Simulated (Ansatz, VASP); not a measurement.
One calculation of Cu, two programs

```
Cu
1.0
     0.00000    1.87767    1.87767
     1.87767    0.00000    1.87767
     1.87767    1.87767    0.00000
Cu
1
Direct
  0.00000 0.00000 0.00000
```

Alike in both runs: task single point; functional revPBE; k mesh 24 × 24 × 24; occupations fermi-dirac, width 0.1 eV; no spin polarisation.

|  | VASP | Ansatz |
| --- | --- | --- |
| version | VASP 6.6.1 | Ansatz 0.2.0 |
| potentials or method | VASP PAW PBE potentials, release 64 (Cu), cutoff 520 eV | plane waves (420 eV) with PAW, scalar-relativistic |
| valence electrons in the cell | 11 | 19 |

Ansatz gave:

- pressure (GPa): -8.1

**Question.** What did VASP give for the same quantities?

**Answer.** Pressure (GPa): -7.6.

VASP's potentials were made for PBE, not for revPBE. VASP's potentials hold 11 valence electrons a cell and Ansatz's 19, so a difference there can come from the potentials and not from the codes.
